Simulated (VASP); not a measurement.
# InP (Pm-3m) in VASP: notebook

InP is run at these levels: PBE, r2SCAN; tasks: single point.

All numbers are computed with VASP 6.6.1; they aren't measurements. Logs are shortened: lines on timing, memory, paths and dates and some standing lists are left out, and cuts for length are marked.

## Step 1: The cell of the first run

It takes space group Pm-3m (No. 221, cubic). Conventional cell: a = 3.413 Å, b = 3.413 Å, c = 3.413 Å, α = 90.00°, β = 90.00°, γ = 90.00°. In (site symmetry m-3m) has 8 P at 2.96 Å and 6 In at 3.41 Å within 3.9 Å. Within 3.9 Å of P (site symmetry m-3m) lie 8 In at 2.96 Å and 6 P at 3.41 Å.

## Step 2: Single point, PBE

Contents of INCAR:

```
SYSTEM = InP
ALGO     = Normal         ! electronic algorithm
EDIFF    = 1E-6           ! SCF threshold, eV
ENCUT    = 520            ! plane-wave cutoff, eV
GGA      = PE             ! functional
ISIF     = 2              ! what is computed and relaxed
ISMEAR   = -1             ! smearing method
LASPH    = .True.         ! aspherical terms in the spheres
LCHARG   = .True.         ! write CHGCAR
LELF     = .True.         ! ELF
LREAL    = .False.        ! projectors in reciprocal space
LVHAR    = .True.       
LWAVE    = .False.        ! write WAVECAR
NBANDS   = 16             ! bands
NELM     = 60             ! most SCF steps
PREC     = Accurate       ! precision mode
SIGMA    = 0.02           ! smearing width, eV
```

Contents of KPOINTS:

```
k-points
0
Gamma
  6 6 6
  0 0 0
```

Contents of POSCAR:

```
InP
1.0
    3.4134150559      0.0000000000      0.0000000000
    0.0000000000      3.4134150559      0.0000000000
    0.0000000000      0.0000000000      3.4134150559
In P
1 1
Direct
    0.0000000000      0.0000000000      0.0000000000
    0.5000000000      0.5000000000      0.5000000000
```

Potentials or basis: VASP PAW PBE potentials, release 64 (In_d, P).

Launch:

```bash
> cat potpaw_PBE.64/In_d/POTCAR potpaw_PBE.64/P/POTCAR > POTCAR
> mpirun -np 1 vasp_std > vasp.out
```

OUTCAR:

```text
SYSTEM = InP
   EDIFF = 1E-6
   ENCUT = 520
   GGA = PE
   ISIF = 2
   ISMEAR = -1
   LASPH = .True.
   LREAL = .False.
   NELM = 60
   PREC = Accurate

 ion  position               nearest neighbor table
   1  0.000  0.000  0.000-   2 2.96   2 2.96   2 2.96   2 2.96   2 2.96   2 2.96   2 2.96   2 2.96

   2  0.500  0.500  0.500-   1 2.96   1 2.96   1 2.96   1 2.96   1 2.96   1 2.96   1 2.96   1 2.96

  LATTYP: Found a simple cubic cell.
 ALAT       =     3.4134150559

  Lattice vectors:

 A1 = (   3.4134150559,   0.0000000000,   0.0000000000)
 A2 = (   0.0000000000,   3.4134150559,   0.0000000000)
 A3 = (   0.0000000000,   0.0000000000,   3.4134150559)

Analysis of symmetry for initial positions (statically):
=====================================================================
 Subroutine PRICEL returns:
 Original cell was already a primitive cell.

 Routine SETGRP: Setting up the symmetry group for a
 simple cubic supercell.

 Subroutine GETGRP returns: Found 48 space group operations
 (whereof 48 operations were pure point group operations)
 out of a pool of 48 trial point group operations.

The static configuration has the point symmetry O_h .

Analysis of symmetry for dynamics (positions and initial velocities):
=====================================================================
 Subroutine PRICEL returns:
 Original cell was already a primitive cell.

 Routine SETGRP: Setting up the symmetry group for a
 simple cubic supercell.

 Subroutine GETGRP returns: Found 48 space group operations
 (whereof 48 operations were pure point group operations)
 out of a pool of 48 trial point group operations.

The dynamic configuration has the point symmetry O_h .

 Subroutine INISYM returns: Found 48 space group operations
 (whereof 48 operations are pure point group operations),
 and found     1 'primitive' translations

----------------------------------------------------------------------------------------

                                     Primitive cell

  volume of cell :      39.7711

  direct lattice vectors                    reciprocal lattice vectors
     3.413415056  0.000000000  0.000000000     0.292961736  0.000000000  0.000000000
     0.000000000  3.413415056  0.000000000     0.000000000  0.292961736  0.000000000
     0.000000000  0.000000000  3.413415056     0.000000000  0.000000000  0.292961736

  length of vectors
     3.413415056  3.413415056  3.413415056     0.292961736  0.292961736  0.292961736

  position of ions in fractional coordinates (direct lattice)
     0.000000000  0.000000000  0.000000000
     0.500000000  0.500000000  0.500000000

  ion indices of the primitive-cell ions
   primitive index   ion index
                 1           1
                 2           2

----------------------------------------------------------------------------------------

 KPOINTS: k-points

Automatic generation of k-mesh.
 Grid dimensions read from file:
 generate k-points for:    6    6    6

 Generating k-lattice:

  Cartesian coordinates                     Fractional coordinates (reciprocal lattice)
     0.048826956  0.000000000  0.000000000     0.166666667  0.000000000  0.000000000
     0.000000000  0.048826956  0.000000000     0.000000000  0.166666667  0.000000000
     0.000000000  0.000000000  0.048826956     0.000000000  0.000000000  0.166666667

  Length of vectors
     0.048826956  0.048826956  0.048826956

  Shift w.r.t. Gamma in fractional coordinates (k-lattice)
     0.000000000  0.000000000  0.000000000

 Subroutine IBZKPT returns following result:
 ===========================================

 Found     20 irreducible k-points:

 Following reciprocal coordinates:
            Coordinates               Weight
  0.000000  0.000000  0.000000      1.000000
  0.166667  0.000000  0.000000      6.000000
  0.333333  0.000000  0.000000      6.000000
  0.500000  0.000000  0.000000      3.000000
  0.166667  0.166667  0.000000     12.000000
  0.333333  0.166667  0.000000     24.000000
[... 12 lines left out ...]
  0.500000  0.500000  0.333333      6.000000
  0.500000  0.500000  0.500000      1.000000
   k-points           NKPTS =     20   k-points in BZ     NKDIM =     20   number of bands    NBANDS=     16
   number of dos      NEDOS =    301   number of ions     NIONS =      2
   total plane-waves  NPLWV =  21952
   dimension x,y,z NGX =    28 NGY =   28 NGZ =   28
   dimension x,y,z NGXF=    56 NGYF=   56 NGZF=   56
   ions per type =               1   1
   NGX,Y,Z   is equivalent  to a cutoff of  13.64, 13.64, 13.64 a.u.
   NGXF,Y,Z  is equivalent  to a cutoff of  27.27, 27.27, 27.27 a.u.
 SYSTEM =  InP
   PREC   = accura    normal or accurate (medium, high low for compatibility)
   ISTART =      0    job   : 0-new  1-cont  2-samecut
   ICHARG =      2    charge: 1-file 2-atom 10-const
   ISPIN  =      1    spin polarized calculation?
   LNONCOLLINEAR =      F non collinear calculations
   LSORBIT =      F    spin-orbit coupling
   LASPH  =      T    aspherical Exc in radial PAW
   ENCUT  =  520.0 eV  38.22 Ry    6.18 a.u.   6.35  6.35  6.35*2*pi/ulx,y,z
   NELM   =     60;   NELMIN=  2; NELMDL= -5     # of ELM steps
   EDIFF  = 0.1E-05   stopping-criterion for ELM
   LREAL  =      F    real-space projection
   EDIFFG = 0.1E-04   stopping-criterion for IOM
   NSW    =      0    number of steps for IOM
   IBRION =     -1    ionic relax: 0-MD 1-quasi-New 2-CG
   NFREE  =      0    steps in history (QN), initial steepest desc. (CG)
   ISIF   =      2    stress and relaxation
   ISYM   =      2    0-nonsym 1-usesym 2-fastsym
   POTIM  = 0.5000    time-step for ionic-motion
   TEBEG  =    0.0;   TEEND  =   0.0 temperature during run
   PSTRESS=    0.0 pullay stress
   NELECT =      18.0000    total number of electrons
   NUPDOWN=      -1.0000    fix difference up-down
   EMIN   =  10.00;   EMAX   =-10.00  energy-range for DOS
   EFERMI =   0.00;   METHOD = LEGACY
   ISMEAR =    -1;   SIGMA  =   0.02  broadening in eV -4-tet -1-fermi 0-gaus
   EFERMI_NEDOS =   21; number of points for ismear=-14 and -15
   IALGO  =     38    algorithm
   IMIX   =      4    mixing-type and parameters
     AMIX     =   0.40;   BMIX     =  1.00
     AMIX_MAG =   1.60;   BMIX_MAG =  1.00
  volume/ion in A,a.u.               =      19.89       134.19
  Fermi-wavevector in a.u.,A,eV,Ry     =   1.256927  2.375247 21.495359  1.579864
  Thomas-Fermi vector in A             =   2.390611
   LORBIT       =      0    0 simple, 1 ext, 2 COOP (PROOUT), +10 PAW based schemes
   GGA     = PE    functional components
   LHFCALC =     F    Hartree Fock is set to
   AEXX    =    0.0000 exact exchange contribution
   IVDW    =     0    specifies the selected vdW correction
   LEPSILON=     F    determine dielectric tensor
   LRPA    =     F    only Hartree local field effects (RPA)
 non-spin polarized calculation
  energy-cutoff  :      520.00
  volume of cell :       39.77
 maximum number of plane-waves:      1108
 NGX is ok and might be reduce to    28
   NGX = 13   NGY = 13   NGZ = 13

 number of electron      17.9999992 magnetization

 Free energy of the ion-electron system (eV)
  ---------------------------------------------------
  ext. energy  EPLUGINS =         0.00000000
  ---------------------------------------------------
  free energy    TOTEN  =        -7.20580298 eV

  energy without entropy =       -7.20319400  energy(sigma->0) =       -7.20449849

 E-fermi :   8.2676     XC(G=0): -10.8508

 val. band max:        8.2553774981   @ k =   0.5000   0.5000   0.1667
 cond. band min:       8.3073957970   @ k =   0.3333   0.3333   0.3333
 fundamental gap:      0.0520182989
 Fermi energy:         8.2676074811

 k-point     1 :       0.0000    0.0000    0.0000
  band No.  band energies     occupation
      1      -6.4122      2.00000
      2      -6.4122      2.00000
      3      -6.1156      2.00000
      4      -6.1156      2.00000
      5      -6.1156      2.00000
      6      -4.4640      2.00000
[... 8 lines left out ...]
     15      18.4594      0.00000
     16      21.2893      0.00000

 k-point     2 :       0.1667    0.0000    0.0000
  band No.  band energies     occupation
      1      -6.4059      2.00000
      2      -6.3552      2.00000
      3      -6.1432      2.00000
      4      -6.1432      2.00000
      5      -6.1127      2.00000
      6      -4.1501      2.00000
[... 8 lines left out ...]
     15      17.4293      0.00000
     16      21.3091      0.00000

 k-point     3 :       0.3333    0.0000    0.0000
  band No.  band energies     occupation
      1      -6.3935      2.00000
      2      -6.2446      2.00000
      3      -6.1975      2.00000
      4      -6.1975      2.00000
      5      -6.1069      2.00000
      6      -3.2848      2.00000
[... 8 lines left out ...]
     15      18.9281      0.00000
     16      19.6869      0.00000

 k-point     4 :       0.5000    0.0000    0.0000
  band No.  band energies     occupation
      1      -6.3873      2.00000
      2      -6.2243      2.00000
      3      -6.2243      2.00000
      4      -6.1905      2.00000
      5      -6.1040      2.00000
      6      -2.5502      2.00000
[... 8 lines left out ...]
     15      17.8919      0.00000
     16      21.3674      0.00000
[... 248 lines left out ...]
 k-point    18 :       0.5000    0.3333    0.3333
  band No.  band energies     occupation
      1      -6.3829      2.00000
      2      -6.3342      2.00000
      3      -6.2931      2.00000
      4      -6.1003      2.00000
      5      -6.0343      2.00000
      6      -0.5993      2.00000
[... 8 lines left out ...]
     15      21.1697      0.00000
     16      22.9174      0.00000

 k-point    19 :       0.5000    0.5000    0.3333
  band No.  band energies     occupation
      1      -6.4062      2.00000
      2      -6.3302      2.00000
      3      -6.3302      2.00000
      4      -6.0661      2.00000
      5      -5.9952      2.00000
      6      -0.2775      2.00000
[... 8 lines left out ...]
     15      23.9277      0.00000
     16      23.9277      0.00000

 k-point    20 :       0.5000    0.5000    0.5000
  band No.  band energies     occupation
      1      -6.3719      2.00000
      2      -6.3719      2.00000
      3      -6.3719      2.00000
      4      -5.9937      2.00000
      5      -5.9937      2.00000
      6      -0.1021      2.00000
[... 8 lines left out ...]
     15      25.3676      0.00000
     16      25.9517      0.00000

------------------------ aborting loop because EDIFF is reached ----------------------------------------

  FORCE on cell =-STRESS in cart. coord.  units (eV):
  Direction    XX          YY          ZZ          XY          YZ          ZX
  --------------------------------------------------------------------------------------
  -------------------------------------------------------------------------------------
  Total        0.3493660      0.3493660      0.3493660     -0.0000000     -0.0000000      0.0000000
  in kB       14.0742058     14.0742058     14.0742058     -0.0000000     -0.0000000      0.0000000
  external PRESSURE =      14.0742058 kB  Pullay stress =       0.0000000 kB

 VOLUME and BASIS-vectors are now :
 -----------------------------------------------------------------------------
  energy-cutoff  :      520.00
  volume of cell :       39.77
      direct lattice vectors                 reciprocal lattice vectors
     3.413415056  0.000000000  0.000000000     0.292961736  0.000000000  0.000000000
     0.000000000  3.413415056  0.000000000     0.000000000  0.292961736  0.000000000
     0.000000000  0.000000000  3.413415056     0.000000000  0.000000000  0.292961736

 POSITION                                       TOTAL-FORCE (eV/Angst)
 -----------------------------------------------------------------------------------
      0.00000      0.00000      0.00000         0.000000      0.000000      0.000000
      1.70671      1.70671      1.70671         0.000000      0.000000      0.000000
 -----------------------------------------------------------------------------------
    total drift:                               -0.000000      0.000000     -0.000000

  FREE ENERGIE OF THE ION-ELECTRON SYSTEM (eV)
  ---------------------------------------------------
  free  energy   TOTEN  =        -7.2058029795 eV

  energy  without entropy=       -7.2031940031  energy(sigma->0) =       -7.20449849
```

Run time: 13 s. Hardware: 1 thread of Intel Xeon 6975P-C, shared host; peak memory 0.16 GiB.

Results:

- Free energy: -7.2058 eV
- Pressure: 1.4 GPa
- Band gap on the k mesh: zero (band 9 reaches 9.11 eV, above the bottom of band 10 at 6.58 eV)

Caveat: spin-orbit coupling is left out, which moves the levels of the heavy elements.

## Step 3: Single point, r2SCAN

POSCAR is that of step 2.

Contents of INCAR.step1:

```
PREC = Accurate
ENCUT = 520
ISMEAR = -1
SIGMA = 0.02
LREAL = F
LASPH = T
NELM = 60
NBANDS = 16
GGA = PE
ALGO = Normal
EDIFF = 1E-4
LWAVE = T
LCHARG = F
```

Contents of INCAR.step2:

```
PREC = Accurate
ENCUT = 520
EDIFF = 1E-6
ISMEAR = -1
SIGMA = 0.02
LREAL = F
LASPH = T
NELM = 60
ALGO = Normal
ISIF = 2
LWAVE = F
LCHARG = F
METAGGA = R2SCAN
LMIXTAU = T
NBANDS = 16
ISTART = 1
```

Contents of KPOINTS:

```
regular mesh
0
Gamma
  6 6 6
```

Potentials or basis: VASP PAW PBE potentials, release 64 (In_d, P).

Launch:

```bash
> cat potpaw_PBE.64/In_d/POTCAR potpaw_PBE.64/P/POTCAR > POTCAR
> cp INCAR.step1 INCAR
> mpirun -np 1 vasp_std > vasp.out
> cp INCAR.step2 INCAR
> mpirun -np 1 vasp_std > vasp.out
```

It took 38 s on 1 thread of Intel Xeon 6975P-C, shared host; peak memory 0.16 GiB.

The run converged. Its results:

* Free energy: -30.7824 eV
* Pressure: 0.1 GPa
* Band gap on the k mesh: zero (band 9 reaches 9.06 eV, above the bottom of band 10 at 6.43 eV)

Levels at points of the mesh, in eV from the Fermi level:
```
           k point  band 7  band 8  band 9  band 10  band 11  band 12
(0.00, 0.00, 0.00)   -1.26   -1.11   -1.11    -1.11     4.97     4.97
(0.50, 0.00, 0.00)   -8.04    0.68    0.68     3.07     4.02     5.23
(0.50, 0.50, 0.00)   -5.32   -5.32   -3.88     1.10     7.26     7.26
(0.50, 0.50, 0.50)   -2.62   -2.62   -2.62    -0.49    -0.27    -0.27
```

Caveat: the PAW data sets were made with another functional, which shifts forces and pressure a little; spin-orbit coupling is left out, which moves the levels of the heavy elements.

## Step 4: Single point, PBE

Contents of INCAR:

```
PREC = Accurate
ENCUT = 500
EDIFF = 1E-6
ISMEAR = -1
SIGMA = 0.02
LREAL = False
LASPH = True
NELM = 120
ALGO = Normal
ISIF = 2
LWAVE = False
LCHARG = False
GGA = PE
NBANDS = 16
GGA_COMPAT = False
```

KPOINTS is that of step 3.

POSCAR is that of step 3.

Launch:

```bash
> cat potpaw_PBE.64/In_d/POTCAR potpaw_PBE.64/P/POTCAR > POTCAR
> mpirun -np 1 vasp_std > vasp.out
```

It took 7.3 s on 1 thread of Intel Xeon Platinum 8488C (Sapphire Rapids), shared host; peak memory 0.15 GiB.

It converged, with:

| Quantity | Value |
| --- | --- |
| Free energy | -7.2058 eV |
| Pressure | 1.4 GPa |
| Band gap on the k mesh | zero (band 9 reaches 9.11 eV, above the bottom of band 10 at 6.58 eV) |

Levels at points of the mesh, in eV from the Fermi level:
| k point | band 7 | band 8 | band 9 | band 10 | band 11 | band 12 |
| --- | --- | --- | --- | --- | --- | --- |
| (0.00, 0.00, 0.00) | -1.47 | -0.95 | -0.95 | -0.95 | 4.65 | 4.65 |
| (0.50, 0.00, 0.00) | -7.70 | 0.76 | 0.76 | 2.69 | 3.73 | 5.02 |
| (0.50, 0.50, 0.00) | -5.03 | -5.03 | -3.82 | 1.15 | 6.77 | 6.77 |
| (0.50, 0.50, 0.50) | -2.39 | -2.39 | -2.39 | -0.60 | -0.33 | -0.33 |

Caveat: spin-orbit coupling is left out, which moves the levels of the heavy elements.

(Continued in part 2 of 2.)
